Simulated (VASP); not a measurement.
# Ta2W (P6/mmm) in VASP: notebook, part 2 of 2

VASP 6.6.1.

**3. Single point, r2SCAN**

This run uses another cell than the first one, of 17.43 Å³/atom.

File POSCAR:

```
Ta2W
1.0
    4.7407366969      0.0000000000      0.0000000000
   -2.3703683485      4.1055984122      0.0000000000
    0.0000000000      0.0000000000      2.6868162211
Ta W
2 1
Direct
    0.3333333333      0.6666666667      0.5000000000
    0.6666666667      0.3333333333      0.5000000000
    0.0000000000      0.0000000000      0.0000000000
```

File INCAR.step1:

```
SYSTEM = Ta2W
PREC = Accurate ; ENCUT = 520
ISMEAR = 0 ; SIGMA = 0.1
LREAL = .False. ; LASPH = .True.
NELM = 60 ; NBANDS = 25
GGA = PE ; ALGO = Normal
EDIFF = 1E-4 ; LWAVE = .True.
LCHARG = .False.
```

File INCAR.step2:

```
SYSTEM = Ta2W
PREC = Accurate ; ENCUT = 520
EDIFF = 1E-7 ; ISMEAR = 0
SIGMA = 0.1 ; LREAL = .False.
LASPH = .True. ; NELM = 60
ALGO = Normal ; ISIF = 2
LWAVE = .False. ; LCHARG = .False.
METAGGA = R2SCAN ; LMIXTAU = .True.
NBANDS = 25 ; ISTART = 1
```

File KPOINTS:

```
Automatic mesh
0
Gamma
  6 6 4
  0 0 0
```

Potentials or basis: VASP PAW PBE potentials, release 64 (Ta_pv, W_sv).

On the command line:

```bash
> cat potpaw_PBE.64/Ta_pv/POTCAR potpaw_PBE.64/W_sv/POTCAR > POTCAR
> cp INCAR.step1 INCAR
> mpirun -np 1 vasp_std > vasp.out
> cp INCAR.step2 INCAR
> mpirun -np 1 vasp_std > vasp.out
```

OUTCAR:

```text
SYSTEM = Ta2W
   PREC = Accurate
   ENCUT = 520
   EDIFF = 1E-7
   ISMEAR = 0
   LREAL = .False.
   LASPH = .True.
   NELM = 60
   ISIF = 2
   METAGGA = R2SCAN
   ISTART = 1

 ion  position               nearest neighbor table
   1  0.333  0.667  0.500-   2 2.74   2 2.74   2 2.74   3 3.05   3 3.05   3 3.05   3 3.05   3 3.05
                             3 3.05
   2  0.667  0.333  0.500-   1 2.74   1 2.74   1 2.74   3 3.05   3 3.05   3 3.05   3 3.05   3 3.05
                             3 3.05
   3  0.000  0.000  0.000-   1 3.05   2 3.05   1 3.05   2 3.05   2 3.05   2 3.05   1 3.05   1 3.05
                             2 3.05   2 3.05   1 3.05   1 3.05

  LATTYP: Found a hexagonal cell.
 ALAT       =     4.7407366969
 C/A-ratio  =     0.5667507801

  Lattice vectors:

 A1 = (   4.7407366969,   0.0000000000,   0.0000000000)
 A2 = (  -2.3703683485,   4.1055984122,   0.0000000000)
 A3 = (   0.0000000000,   0.0000000000,   2.6868162211)

Analysis of symmetry for initial positions (statically):
=====================================================================
 Subroutine PRICEL returns:
 Original cell was already a primitive cell.

 Routine SETGRP: Setting up the symmetry group for a
 hexagonal supercell.

 Subroutine GETGRP returns: Found 24 space group operations
 (whereof 24 operations were pure point group operations)
 out of a pool of 24 trial point group operations.

The static configuration has the point symmetry D_6h.

Analysis of symmetry for dynamics (positions and initial velocities):
=====================================================================
 Subroutine PRICEL returns:
 Original cell was already a primitive cell.

 Routine SETGRP: Setting up the symmetry group for a
 hexagonal supercell.

 Subroutine GETGRP returns: Found 24 space group operations
 (whereof 24 operations were pure point group operations)
 out of a pool of 24 trial point group operations.

The dynamic configuration has the point symmetry D_6h.

 Subroutine INISYM returns: Found 24 space group operations
 (whereof 24 operations are pure point group operations),
 and found     1 'primitive' translations

----------------------------------------------------------------------------------------

                                     Primitive cell

  volume of cell :      52.2950

  direct lattice vectors                    reciprocal lattice vectors
     4.740736697  0.000000000  0.000000000     0.210937680  0.121784926  0.000000000
    -2.370368348  4.105598412  0.000000000     0.000000000  0.243569853  0.000000000
     0.000000000  0.000000000  2.686816221     0.000000000  0.000000000  0.372187719

  length of vectors
     4.740736697  4.740736697  2.686816221     0.243569853  0.243569853  0.372187719

  position of ions in fractional coordinates (direct lattice)
     0.333333333  0.666666667  0.500000000
     0.666666667  0.333333333  0.500000000
     0.000000000  0.000000000  0.000000000

  ion indices of the primitive-cell ions
   primitive index   ion index
                 1           1
                 2           2
                 3           3

----------------------------------------------------------------------------------------

 KPOINTS: Automatic mesh

Automatic generation of k-mesh.
 Grid dimensions read from file:
 generate k-points for:    6    6    4

 Generating k-lattice:

  Cartesian coordinates                     Fractional coordinates (reciprocal lattice)
     0.035156280  0.020297488  0.000000000     0.166666667 -0.000000000  0.000000000
     0.000000000  0.040594975  0.000000000     0.000000000  0.166666667  0.000000000
     0.000000000  0.000000000  0.093046930     0.000000000  0.000000000  0.250000000

  Length of vectors
     0.040594975  0.040594975  0.093046930

  Shift w.r.t. Gamma in fractional coordinates (k-lattice)
     0.000000000  0.000000000  0.000000000

 Subroutine IBZKPT returns following result:
 ===========================================

 Found     21 irreducible k-points:

 Following reciprocal coordinates:
            Coordinates               Weight
  0.000000  0.000000  0.000000      1.000000
  0.166667 -0.000000  0.000000      6.000000
  0.333333  0.000000  0.000000      6.000000
  0.500000  0.000000  0.000000      3.000000
  0.166667  0.166667  0.000000      6.000000
  0.333333  0.166667  0.000000     12.000000
[... 13 lines left out ...]
  0.333333  0.166667  0.500000     12.000000
  0.333333  0.333333  0.500000      2.000000
   k-points           NKPTS =     21   k-points in BZ     NKDIM =     21   number of bands    NBANDS=     25
   number of dos      NEDOS =    301   number of ions     NIONS =      3
   total plane-waves  NPLWV =  25920
   dimension x,y,z NGX =    36 NGY =   36 NGZ =   20
   dimension x,y,z NGXF=    72 NGYF=   72 NGZF=   40
   ions per type =               2   1
   NGX,Y,Z   is equivalent  to a cutoff of  12.62, 12.62, 12.37 a.u.
   NGXF,Y,Z  is equivalent  to a cutoff of  25.25, 25.25, 24.75 a.u.
 SYSTEM =  Ta2W
   PREC   = accura    normal or accurate (medium, high low for compatibility)
   ISTART =      1    job   : 0-new  1-cont  2-samecut
   ICHARG =      0    charge: 1-file 2-atom 10-const
   ISPIN  =      1    spin polarized calculation?
   LNONCOLLINEAR =      F non collinear calculations
   LSORBIT =      F    spin-orbit coupling
   LASPH  =      T    aspherical Exc in radial PAW
   ENCUT  =  520.0 eV  38.22 Ry    6.18 a.u.   8.81  8.81  5.00*2*pi/ulx,y,z
   NELM   =     60;   NELMIN=  2; NELMDL=  0     # of ELM steps
   EDIFF  = 0.1E-06   stopping-criterion for ELM
   LREAL  =      F    real-space projection
   EDIFFG = 0.1E-05   stopping-criterion for IOM
   NSW    =      0    number of steps for IOM
   IBRION =     -1    ionic relax: 0-MD 1-quasi-New 2-CG
   NFREE  =      0    steps in history (QN), initial steepest desc. (CG)
   ISIF   =      2    stress and relaxation
   ISYM   =      2    0-nonsym 1-usesym 2-fastsym
   POTIM  = 0.5000    time-step for ionic-motion
   TEBEG  =    0.0;   TEEND  =   0.0 temperature during run
   PSTRESS=    0.0 pullay stress
   NELECT =      36.0000    total number of electrons
   NUPDOWN=      -1.0000    fix difference up-down
   EMIN   =  10.00;   EMAX   =-10.00  energy-range for DOS
   EFERMI =   0.00;   METHOD = LEGACY
   ISMEAR =     0;   SIGMA  =   0.10  broadening in eV -4-tet -1-fermi 0-gaus
   EFERMI_NEDOS =   21; number of points for ismear=-14 and -15
   IALGO  =     38    algorithm
   IMIX   =      4    mixing-type and parameters
     AMIX     =   0.40;   BMIX     =  1.00
     AMIX_MAG =   1.60;   BMIX_MAG =  1.00
  volume/ion in A,a.u.               =      17.43       117.63
  Fermi-wavevector in a.u.,A,eV,Ry     =   1.445514  2.731625 28.429512  2.089510
  Thomas-Fermi vector in A             =   2.563687
   LORBIT       =      0    0 simple, 1 ext, 2 COOP (PROOUT), +10 PAW based schemes
   METAGGA = R2SCAN    functional components
   LHFCALC =     F    Hartree Fock is set to
   AEXX    =    0.0000 exact exchange contribution
   IVDW    =     0    specifies the selected vdW correction
   LEPSILON=     F    determine dielectric tensor
   LRPA    =     F    only Hartree local field effects (RPA)
 non-spin polarized calculation
 Gauss-broadening in eV      SIGMA  =   0.10
  energy-cutoff  :      520.00
  volume of cell :       52.30
 maximum number of plane-waves:      1438
 NGX is ok and might be reduce to    36
   NGX = 17   NGY = 17   NGZ =  9

 number of electron      35.9999994 magnetization

 Free energy of the ion-electron system (eV)
  ---------------------------------------------------
  ext. energy  EPLUGINS =         0.00000000
  ---------------------------------------------------
  free energy    TOTEN  =      -147.26629562 eV

  energy without entropy =     -147.25140933  energy(sigma->0) =     -147.25885247

 E-fermi :   7.4957     XC(G=0): -14.0789

 val. band max:        7.3692223034   @ k =   0.3333   0.0000   0.0000
 cond. band min:       7.5290909150   @ k =   0.3333   0.1667   0.2500
 fundamental gap:      0.1598686115
 Fermi energy:         7.4956511022

 k-point     1 :       0.0000    0.0000    0.0000
  band No.  band energies     occupation
      1     -68.3375      2.00000
      2     -31.8895      2.00000
      3     -31.8895      2.00000
      4     -31.3404      2.00000
      5     -28.5984      2.00000
      6     -28.5984      2.00000
[... 577 lines left out ...]
     24      13.5475      0.00000
     25      14.1710      0.00000

------------------------ aborting loop because EDIFF is reached ----------------------------------------

  FORCE on cell =-STRESS in cart. coord.  units (eV):
  Direction    XX          YY          ZZ          XY          YZ          ZX
  --------------------------------------------------------------------------------------
  -------------------------------------------------------------------------------------
  Total        0.2688196      0.2688196      0.2935976     -0.0000000     -0.0000000      0.0000000
  in kB        8.2359036      8.2359036      8.9950357     -0.0000000     -0.0000000      0.0000000
  external PRESSURE =       8.4889476 kB  Pullay stress =       0.0000000 kB

 VOLUME and BASIS-vectors are now :
 -----------------------------------------------------------------------------
  energy-cutoff  :      520.00
  volume of cell :       52.30
      direct lattice vectors                 reciprocal lattice vectors
     4.740736697  0.000000000  0.000000000     0.210937680  0.121784926  0.000000000
    -2.370368348  4.105598412  0.000000000     0.000000000  0.243569853  0.000000000
     0.000000000  0.000000000  2.686816221     0.000000000  0.000000000  0.372187719

 POSITION                                       TOTAL-FORCE (eV/Angst)
 -----------------------------------------------------------------------------------
     -0.00000      2.73707      1.34341         0.000000     -0.000000      0.000000
      2.37037      1.36853      1.34341        -0.000000      0.000000      0.000000
      0.00000      0.00000      0.00000        -0.000000      0.000000      0.000000
 -----------------------------------------------------------------------------------
    total drift:                                0.000000      0.000000     -0.000000

  FREE ENERGIE OF THE ION-ELECTRON SYSTEM (eV)
  ---------------------------------------------------
  free  energy   TOTEN  =      -147.2662956205 eV

  energy  without entropy=     -147.2514093267  energy(sigma->0) =     -147.25885247
```

It took 70 s on 1 thread of AMD EPYC 7R13 (Zen 3), shared host; peak memory 0.15 GiB.

What came out:

```yaml
Free_energy: -147.2663 eV
Pressure: 0.8 GPa
Band_gap_on_the_k_mesh: zero (bands 18 and 19 overlap by 1.84 eV)
```

Stress tensor (GPa, compression positive):
```
0.82 0.00 0.00
0.00 0.82 0.00
0.00 0.00 0.90
```

Levels at points of the mesh, in eV from the Fermi level:
| k point | band 16 | band 17 | band 18 | band 19 | band 20 | band 21 |
| --- | --- | --- | --- | --- | --- | --- |
| (0.00, 0.00, 0.00) | -2.16 | -2.16 | -1.62 | 0.48 | 0.48 | 2.32 |
| (0.50, 0.00, 0.00) | -2.16 | -1.91 | -1.52 | 0.36 | 1.41 | 2.52 |
| (0.00, 0.00, 0.50) | -2.80 | -0.28 | -0.28 | 1.18 | 1.18 | 3.52 |
| (0.50, 0.00, 0.50) | -1.83 | -1.29 | -0.20 | 0.34 | 0.61 | 2.12 |

Caveat: the k points lie up to 0.58 Å⁻¹ apart, too coarse for converged energies and pressures of a metal; the PAW data sets were made with another functional, which shifts forces and pressure a little; spin-orbit coupling is left out, which moves the levels of the heavy elements.

The gap in the log of VASP goes by the Fermi energy; the results here count the filled bands.